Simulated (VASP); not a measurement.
RbCl (rocksalt type):

```xyz
2
Lattice="0.0000 2.9103 2.9103 2.9103 0.0000 2.9103 2.9103 2.9103 0.0000" Properties=species:S:1:pos:R:3 pbc="T T T"
Rb    0.0000    0.0000    0.0000
Cl    2.9103    2.9103    2.9103
```

```yaml
Program: VASP 6.6.1
Task: relaxation of cell and atoms
Functional: PBE
Potentials_or_basis: VASP PAW PBE potentials, release 64 (Rb_sv, Cl)
Cutoff: 500 eV
k_mesh: 13 × 13 × 13
Occupations: fermi-dirac, width 0.1 eV
Spin: no spin polarisation
```

At the start: pressure 17.3 GPa; volume 24.65 Å³/atom.

**Question.** Where does the relaxation end?

**Answer.** Over 5 steps the energy falls by 458.1 meV/atom and the volume is 37.67 Å³/atom (+52.8 %); space group Fm-3m (No. 225, to 0.1 Å) before and after.

Step by step:
| step | energy change (eV) | largest force (eV/Å) | pressure (GPa) | volume (Å³) |
| --- | --- | --- | --- | --- |
| 1 | 0.0000 | 0.0000 | 17.29 | 49.30 |
| 2 | -0.9035 | 0.0000 | 0.99 | 70.82 |
| 3 | -0.9132 | 0.0000 | 0.46 | 73.00 |
| 4 | -0.9135 | 0.0000 | -0.39 | 77.50 |
| 5 | -0.9163 | 0.0000 | -0.02 | 75.34 |

Final structure:
```yaml
crystal:
  lattice:
    - [0.00000, 3.35221, 3.35221]
    - [3.35221, 0.00000, 3.35221]
    - [3.35221, 3.35221, 0.00000]
  atoms:
    - { symbol: Rb, position: [0.00000, 0.00000, 0.00000] }
    - { symbol: Cl, position: [0.50000, 0.50000, 0.50000] }
```

Caveat: the volume moved by over 15 % at a fixed basis, so the end points are rough.
